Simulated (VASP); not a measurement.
Wanted: the native input for a VASP 6.6.1 run.

```
Task                   : single point
Functional             : PBE
Potentials or basis    : VASP PAW PBE potentials, release 64 (Lu, Sc_sv, O)
Cutoff                 : 520 eV
k mesh                 : 6 × 6 × 4
Occupations            : gaussian, width 0.1 eV
Spin                   : no spin polarisation
Dipole correction      : no
Further INCAR settings : ALGO = Normal; EDIFF = 1e-07; NBANDS = 46
```

The structure of LuSc4O lies in POSCAR:

```
LuSc4O
1.0
    5.3053657800      0.0000000000      0.0000000000
   -2.6526828900      4.5945815400      0.0000000000
    0.0000000000      0.0000000000      4.3485517300
Lu Sc O
1 4 1
Direct
    0.3333333300      0.6666666700      0.0000000000
    0.6666666700      0.3333333300      0.0000000000
    0.9995070100      0.4997535000      0.5000000000
    0.5002465000      0.4997535000      0.5000000000
    0.5002465000      0.0004929900      0.5000000000
    0.0000000000      0.0000000000      0.0000000000
```

These files were run (other wordings do the same):

INCAR

```
SYSTEM = LuSc4O
PREC     = Accurate       ! precision mode
ENCUT    = 520            ! plane-wave cutoff, eV
EDIFF    = 1E-7           ! SCF threshold, eV
ISMEAR   = 0              ! smearing method
SIGMA    = 0.1            ! smearing width, eV
LREAL    = .FALSE.        ! projectors in reciprocal space
LASPH    = .TRUE.         ! aspherical terms in the spheres
NELM     = 60             ! most SCF steps
ALGO     = Normal         ! electronic algorithm
ISIF     = 2              ! what is computed and relaxed
LWAVE    = .FALSE.        ! write WAVECAR
LCHARG   = .FALSE.        ! write CHGCAR
GGA      = PE             ! functional
NBANDS   = 46             ! bands
```

KPOINTS

```
regular mesh
0
G
  6 6 4
  0 0 0
```

Potentials or basis: VASP PAW PBE potentials, release 64 (Lu, Sc_sv, O).

Launch:

```bash
$ cat potpaw_PBE.64/Lu/POTCAR potpaw_PBE.64/Sc_sv/POTCAR potpaw_PBE.64/O/POTCAR > POTCAR
$ mpirun -np 1 vasp_std > vasp.out
```

It gave:

```yaml
Pressure: 27.6 GPa
Largest_force: 0.308 eV/Å
```

Caveat: the k points lie up to 0.36 Å⁻¹ apart; an odd number of electrons without spin polarisation forces a metal; a magnetic or distorted state may lie lower.

Run time: 56 s on 1 thread of Intel(R) Xeon(R) 6975P-C (Granite Rapids) (shared host), peak memory 0.27 GiB.
